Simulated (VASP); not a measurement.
# NiSbO4 (P4/mmm) in VASP: notebook

NiSbO4 is run at these levels: PBE; tasks: single point.

Program: VASP 6.6.1. These are calculated values, not measurements. Logs are shortened: lines on timing, memory, paths and dates and some standing lists are left out, and cuts for length are marked.

## 1. The cell of the first run

It takes space group P4/mmm (No. 123, tetragonal). The conventional cell has a = 3.390 Å, b = 3.390 Å, c = 5.879 Å, α = 90.00°, β = 90.00°, γ = 90.00°. Ni (site symmetry 4/mmm) has 6 O at 1.65 to 1.70 Å within 2.2 Å. Sb (site symmetry 4/mmm) has 16 O at 2.72 to 3.39 Å and 4 Sb at 3.39 Å within 3.6 Å. O (site symmetry 4mm) has 1 Ni at 1.65 Å within 2.2 Å. O (site symmetry mmm) has 2 Ni at 1.70 Å within 2.3 Å.

## 2. Single point, PBE, collinear spin, ferromagnetic start

File INCAR:

```
SYSTEM = NiSbO4
  PREC = Accurate
  ENCUT = 520
  EDIFF = 1E-6
  ISMEAR = 0
  SIGMA = 0.1
  LREAL = .FALSE.
  LASPH = .TRUE.
  NELM = 150
  ALGO = Normal
  ISIF = 2
  LWAVE = .FALSE.
  LCHARG = .FALSE.
  ISPIN = 2
  MAGMOM = 2 0 0 0 0 0
  LORBIT = 11
  LMAXMIX = 4
  GGA = PE
  NBANDS = 32
```

File KPOINTS:

```
regular mesh
0
G
  6 6 4
  0 0 0
```

File POSCAR:

```
NiSbO4
1.0
    3.3902559700      0.0000000000      0.0000000000
    0.0000000000      3.3902559700      0.0000000000
    0.0000000000      0.0000000000      5.8794668500
Ni Sb O
1 1 4
Direct
    0.0000000000      0.0000000000      0.0000000000
    0.5000000000      0.5000000000      0.5000000000
    0.0000000000      0.0000000000      0.7185918700
    0.0000000000      0.0000000000      0.2814081300
    0.5000000000      0.0000000000      0.0000000000
    0.0000000000      0.5000000000      0.0000000000
```

Potentials or basis: VASP PAW PBE potentials, release 64 (Ni, Sb, O).

Started as:

```console
> cat potpaw_PBE.64/Ni/POTCAR potpaw_PBE.64/Sb/POTCAR potpaw_PBE.64/O/POTCAR > POTCAR
> mpirun -np 1 vasp_std > vasp.out
```

OUTCAR:

```text
SYSTEM = NiSbO4
   PREC = Accurate
   ENCUT = 520
   EDIFF = 1E-6
   ISMEAR = 0
   LREAL = .FALSE.
   LASPH = .TRUE.
   NELM = 150
   ISIF = 2
   ISPIN = 2
   LORBIT = 11
   GGA = PE

 ion  position               nearest neighbor table
   1  0.000  0.000  0.000-   3 1.65   4 1.65   5 1.70   6 1.70   6 1.70   5 1.70
   2  0.500  0.500  0.500-   3 2.72   4 2.72   3 2.72   4 2.72   3 2.72   4 2.72   3 2.72   4 2.72

   3  0.000  0.000  0.719-   1 1.65   2 2.72   2 2.72   2 2.72   2 2.72
   4  0.000  0.000  0.281-   1 1.65   2 2.72   2 2.72   2 2.72   2 2.72
   5  0.500  0.000  0.000-   1 1.70   1 1.70
   6  0.000  0.500  0.000-   1 1.70   1 1.70

  LATTYP: Found a simple tetragonal cell.
 ALAT       =     3.3902559700
 C/A-ratio  =     1.7342250562

  Lattice vectors:

 A1 = (   3.3902559700,   0.0000000000,   0.0000000000)
 A2 = (   0.0000000000,   3.3902559700,   0.0000000000)
 A3 = (   0.0000000000,   0.0000000000,   5.8794668500)

Analysis of symmetry for initial positions (statically):
=====================================================================
 Subroutine PRICEL returns:
 Original cell was already a primitive cell.

 Routine SETGRP: Setting up the symmetry group for a
 simple tetragonal supercell.

 Subroutine GETGRP returns: Found 16 space group operations
 (whereof 16 operations were pure point group operations)
 out of a pool of 16 trial point group operations.

The static configuration has the point symmetry D_4h.

Analysis of symmetry for dynamics (positions and initial velocities):
=====================================================================
 Subroutine PRICEL returns:
 Original cell was already a primitive cell.

 Routine SETGRP: Setting up the symmetry group for a
 simple tetragonal supercell.

 Subroutine GETGRP returns: Found 16 space group operations
 (whereof 16 operations were pure point group operations)
 out of a pool of 16 trial point group operations.

The dynamic configuration has the point symmetry D_4h.

Analysis of structural, dynamic, and magnetic symmetry:
=====================================================================
 Subroutine PRICEL returns:
 Original cell was already a primitive cell.

 Routine SETGRP: Setting up the symmetry group for a
 simple tetragonal supercell.

 Subroutine GETGRP returns: Found 16 space group operations
 (whereof 16 operations were pure point group operations)
 out of a pool of 16 trial point group operations.

[... 142 lines left out ...]
  volume of cell :       67.58
 maximum number of plane-waves:      1852
 NGX is ok and might be reduce to    28
   NGX = 13   NGY = 13   NGZ = 21

 number of electron      38.9999973 magnetization       1.6583572

 Free energy of the ion-electron system (eV)
  ---------------------------------------------------
  ext. energy  EPLUGINS =         0.00000000
  ---------------------------------------------------
  free energy    TOTEN  =       -28.09656044 eV

  energy without entropy =      -28.07827215  energy(sigma->0) =      -28.08741630

 E-fermi :   5.9764     XC(G=0): -11.2457

 val. band max:        5.9751433465   @ k =   0.3333   0.1667   0.0000
 cond. band min:       5.9866605543   @ k =   0.1667   0.0000   0.5000
 fundamental gap:      0.0115172078
 Fermi energy:         5.9763705371

 spin component 1

 k-point     1 :       0.0000    0.0000    0.0000
  band No.  band energies     occupation
      1     -14.6007      1.00000
      2     -12.2193      1.00000
      3     -12.0713      1.00000
      4     -11.6617      1.00000
      5      -3.9893      1.00000
      6       0.1476      1.00000
[... 805 lines left out ...]
     30      19.2536      0.00000
     31      20.0270      0.00000

 [... further k-points ...]

 spin component 2

 k-point     1 :       0.0000    0.0000    0.0000
  band No.  band energies     occupation
      1     -14.0006      1.00000
      2     -11.7480      1.00000
      3     -11.5663      1.00000
      4     -11.2967      1.00000
      5      -3.9917      1.00000
      6       0.5623      1.00000
[... 805 lines left out ...]
     30      19.2508      0.00000
     31      20.3573      0.00000

 [... further k-points ...]

 [bands above 31 left out]

------------------------ aborting loop because EDIFF is reached ----------------------------------------

  FORCE on cell =-STRESS in cart. coord.  units (eV):
  Direction    XX          YY          ZZ          XY          YZ          ZX
  --------------------------------------------------------------------------------------
  -------------------------------------------------------------------------------------
  Total        8.8106251      8.8106251     18.4032724      0.0000000      0.0000000     -0.0000000
  in kB      208.8884271    208.8884271    436.3175796      0.0000000      0.0000000     -0.0000000
  external PRESSURE =     284.6981446 kB  Pullay stress =       0.0000000 kB

 VOLUME and BASIS-vectors are now :
 -----------------------------------------------------------------------------
  energy-cutoff  :      520.00
  volume of cell :       67.58
      direct lattice vectors                 reciprocal lattice vectors
     3.390255970  0.000000000  0.000000000     0.294962979  0.000000000  0.000000000
     0.000000000  3.390255970  0.000000000     0.000000000  0.294962979  0.000000000
     0.000000000  0.000000000  5.879466850     0.000000000  0.000000000  0.170083449

 POSITION                                       TOTAL-FORCE (eV/Angst)
 -----------------------------------------------------------------------------------
      0.00000      0.00000      0.00000         0.000000      0.000000      0.000000
      1.69513      1.69513      2.93973         0.000000      0.000000      0.000000
      0.00000      0.00000      4.22494        -0.000000      0.000000     -7.603986
      0.00000      0.00000      1.65453         0.000000      0.000000      7.603986
      1.69513      0.00000      0.00000         0.000000      0.000000      0.000000
      0.00000      1.69513      0.00000         0.000000      0.000000      0.000000
 -----------------------------------------------------------------------------------
    total drift:                               -0.000000      0.000000     -0.000000

  FREE ENERGIE OF THE ION-ELECTRON SYSTEM (eV)
  ---------------------------------------------------
  free  energy   TOTEN  =       -28.0965604442 eV

  energy  without entropy=      -28.0782721531  energy(sigma->0) =      -28.08741630

 total charge

# of ion       s       p       d       tot
------------------------------------------
    1        0.695   1.361   8.535  10.591
    2        1.360   0.660   0.042   2.062
    3        1.602   3.336   0.000   4.937
    4        1.602   3.336   0.000   4.937
    5        1.603   3.389   0.000   4.993
    6        1.603   3.389   0.000   4.993
--------------------------------------------------
tot          8.465  15.470   8.578  32.513

 magnetization (x)

# of ion       s       p       d       tot
------------------------------------------
    1        0.001  -0.012   0.407   0.396
    2       -0.000  -0.029  -0.001  -0.030
    3       -0.001   0.051   0.000   0.050
    4       -0.001   0.051   0.000   0.050
    5        0.011   0.505   0.000   0.516
    6        0.011   0.505   0.000   0.516
--------------------------------------------------
tot          0.022   1.070   0.406   1.498
```

OSZICAR:

```text
N       E                     dE             d eps       ncg     rms          rms(c)
DAV:   1     0.341070060506E+03    0.34107E+03   -0.17941E+04  3840   0.125E+03
DAV:   2    -0.868650580292E+01   -0.34976E+03   -0.31743E+03  4360   0.329E+02
DAV:   3    -0.445134854381E+02   -0.35827E+02   -0.35184E+02  4600   0.118E+02
[... 15 lines left out ...]
DAV:  19    -0.280966028020E+02   -0.57678E-05   -0.20612E-04  4736   0.226E-01    0.783E-02
DAV:  20    -0.280965595373E+02    0.43265E-04   -0.11484E-04  5368   0.194E-01    0.187E-02
DAV:  21    -0.280965613714E+02   -0.18341E-05   -0.18980E-05  4392   0.278E-02    0.130E-02
DAV:  22    -0.280965603131E+02    0.10583E-05   -0.20979E-06  3192   0.184E-02    0.335E-03
DAV:  23    -0.280965604442E+02   -0.13112E-06   -0.11441E-06  2296   0.750E-03
   1 F= -.28096560E+02 E0= -.28087416E+02  d E =-.182883E-01  mag=     1.6585
```

stdout:

```text
POSCAR found type information on POSCAR NiSbO
 POSCAR found :  3 types and       6 ions
 scaLAPACK will be used
 LDA part: xc-table for (Slater+PW92), standard interpolation
 POSCAR, INCAR and KPOINTS ok, starting setup
 FFT: planning ... GRIDC
 FFT: planning ... GRID_SOFT
 FFT: planning ... GRID
 WAVECAR not read
 entering main loop
```

Run time: 3.5 min. Hardware: 1 thread of Intel Xeon 6975P-C, shared host; peak memory 0.28 GiB.

What came out:

```
Free energy                                           : -28.0966 eV
Pressure                                              : 28.5 GPa
Largest force                                         : 7.604 eV/Å
Net moment                                            : 1.66 μB per cell
Site moments                                          : Ni +0.40; Sb -0.03; O +0.05, +0.52 μB
Valence electrons inside the program's atomic spheres : Ni 10.59; Sb 2.06; O 4.94, 4.99
```

Forces on the atoms (eV/Å):
```
Ni   0.000  0.000  0.000
Sb   0.000  0.000  0.000
O    0.000  0.000 -7.604
O    0.000  0.000  7.604
O    0.000  0.000  0.000
O    0.000  0.000  0.000
```

Levels at points of the mesh, in eV from the Fermi level:
Spin up:
```tsv
k point	band 16	band 17	band 18	band 19	band 20	band 21	band 22	band 23	band 24	band 25
(0.00, 0.00, 0.00)	-2.10	-1.80	-1.52	-1.52	-0.70	-0.70	0.98	1.65	4.65	4.65
(0.50, 0.00, 0.00)	-1.47	-1.22	-1.20	-0.64	-0.58	-0.50	0.49	3.06	3.65	3.89
(0.50, 0.50, 0.00)	-1.26	-0.94	-0.52	-0.52	-0.38	0.94	1.86	1.86	2.79	4.44
(0.00, 0.00, 0.50)	-1.75	-1.56	-1.56	-1.33	-1.31	-1.31	0.09	1.78	4.75	4.75
(0.50, 0.00, 0.50)	-1.37	-0.99	-0.71	-0.50	-0.08	-0.06	0.99	2.89	3.83	3.92
(0.50, 0.50, 0.50)	-2.83	-1.12	-0.62	-0.62	-0.38	1.61	2.39	2.39	3.77	4.44
```
Spin down:
```csv
k point,band 16,band 17,band 18,band 19,band 20,band 21,band 22,band 23
"(0.00, 0.00, 0.00)",-1.23,-1.15,-0.48,-0.48,-0.47,-0.47,1.31,1.92
"(0.50, 0.00, 0.00)",-1.06,-1.02,-0.91,-0.41,0.41,0.56,0.80,3.08
"(0.50, 0.50, 0.00)",-1.00,-0.11,0.47,0.47,0.86,1.00,1.88,1.88
"(0.00, 0.00, 0.50)",-1.32,-1.23,-1.17,-0.74,-0.46,-0.46,0.07,2.08
"(0.50, 0.00, 0.50)",-1.20,-0.75,-0.02,0.40,0.42,0.57,1.18,2.89
"(0.50, 0.50, 0.50)",-2.73,-0.45,0.38,0.38,1.00,1.73,2.47,2.47
```

Caveat: spin-orbit coupling is left out, which moves the levels of the heavy elements; a cell with one magnetic atom can't hold antiferromagnetic order, which such compounds often take; semilocal functionals often make such compounds metallic where correlation or magnetic order opens a gap, which also shifts bond lengths; forces of over 1 eV/Å act on the atoms, so gaps and moduli don't describe the material at rest. With open d or f shells a metallic result of PBE can be an artefact of self-interaction; +U or a hybrid may open a gap.

## 3. Single point, PBE, collinear spin, ferromagnetic start

This run uses another cell than the first one, of 12.46 Å³/atom, 1.106 times its volume.

File INCAR:

```
ALGO = Normal
EDIFF = 1E-6
ENCUT = 520
GGA = PE
ISIF = 2
ISMEAR = 0
ISPIN = 2
LASPH = T
LCHARG = F
LMAXMIX = 4
LORBIT = 11
LREAL = F
LWAVE = F
MAGMOM = 2 0 0 0 0 0
NBANDS = 32
NELM = 150
PREC = Accurate
SIGMA = 0.1
```

File KPOINTS:

```
k-points
0
Gamma
  6 6 4
```

File POSCAR:

```
NiSbO4
1.0
    3.4719227142      0.0000000000      0.0000000000
    0.0000000000      3.4719227142      0.0000000000
    0.0000000000      0.0000000000      6.2013153697
Ni Sb O
1 1 4
Direct
    0.0000000000      0.0000000000      0.0000000000
    0.5000000000      0.5000000000      0.5000000000
    0.0000000000      0.0000000000      0.6785652996
    0.0000000000      0.0000000000      0.3214347004
    0.5000000000      0.0000000000      0.0000000000
    0.0000000000      0.5000000000      0.0000000000
```

Potentials or basis: VASP PAW PBE potentials, release 64 (Ni, Sb, O).

Started as:

```console
> cat potpaw_PBE.64/Ni/POTCAR potpaw_PBE.64/Sb/POTCAR potpaw_PBE.64/O/POTCAR > POTCAR
> mpirun -np 1 vasp_std > vasp.out
```

Wall time 3.8 min (1 thread of Intel Xeon 6975P-C, shared host); peak memory 0.29 GiB.

The run converged. Its results:

```
Free energy                                           : -30.0426 eV
Pressure                                              : 0.1 GPa
Largest force                                         : 0.112 eV/Å
Net moment                                            : 1.90 μB per cell
Site moments                                          : Ni +0.60; Sb -0.02; O +0.03, +0.53 μB
Valence electrons inside the program's atomic spheres : Ni 9.74; Sb 2.04; O 4.82, 4.94
```

Forces on the atoms (eV/Å):
```
Ni   0.000  0.000  0.000
Sb   0.000  0.000  0.000
O    0.000  0.000 -0.112
O    0.000  0.000  0.112
O    0.000  0.000  0.000
O    0.000  0.000  0.000
```

Stress tensor (GPa, compression positive):
```
0.03 0.00 0.00
0.00 0.03 0.00
0.00 0.00 0.17
```

Levels at points of the mesh, in eV from the Fermi level:
Spin up:
```csv
k point,band 17,band 18,band 19,band 20,band 21,band 22,band 23,band 24
"(0.00, 0.00, 0.00)",-1.51,-1.51,-1.28,-1.28,-0.89,-0.74,1.00,4.74
"(0.50, 0.00, 0.00)",-1.22,-0.97,-0.63,-0.58,-0.57,0.14,1.83,2.81
"(0.50, 0.50, 0.00)",-0.96,-0.54,-0.54,-0.47,0.41,0.80,2.76,2.76
"(0.00, 0.00, 0.50)",-1.82,-1.59,-1.59,-1.43,-1.43,-0.07,0.66,4.75
"(0.50, 0.00, 0.50)",-1.42,-0.80,-0.57,-0.54,-0.31,0.54,2.32,2.81
"(0.50, 0.50, 0.50)",-1.09,-0.62,-0.62,-0.47,1.24,1.83,2.88,2.88
```
Spin down:
| k point | band 14 | band 15 | band 16 | band 17 | band 18 | band 19 | band 20 | band 21 | band 22 | band 23 |
| --- | --- | --- | --- | --- | --- | --- | --- | --- | --- | --- |
| (0.00, 0.00, 0.00) | -2.84 | -1.17 | -1.05 | -1.05 | -0.95 | -0.79 | -0.42 | -0.42 | -0.27 | 1.29 |
| (0.50, 0.00, 0.00) | -2.14 | -1.83 | -1.16 | -1.00 | -0.92 | -0.22 | 0.35 | 0.52 | 0.59 | 2.30 |
| (0.50, 0.50, 0.00) | -1.60 | -1.60 | -1.13 | 0.02 | 0.58 | 0.58 | 0.74 | 0.85 | 0.93 | 2.77 |
| (0.00, 0.00, 0.50) | -2.04 | -1.43 | -1.43 | -1.19 | -1.17 | -0.96 | -0.42 | -0.42 | -0.08 | 1.00 |
| (0.50, 0.00, 0.50) | -1.97 | -1.65 | -1.63 | -1.35 | -0.58 | 0.20 | 0.48 | 0.60 | 0.73 | 2.77 |
| (0.50, 0.50, 0.50) | -3.45 | -2.40 | -2.40 | -0.25 | 0.53 | 0.53 | 0.93 | 1.37 | 2.19 | 2.90 |

Caveat: spin-orbit coupling is left out, which moves the levels of the heavy elements; a cell with one magnetic atom can't hold antiferromagnetic order, which such compounds often take; semilocal functionals often make such compounds metallic where correlation or magnetic order opens a gap, which also shifts bond lengths. With open d or f shells a metallic result of PBE can be an artefact of self-interaction; +U or a hybrid may open a gap.
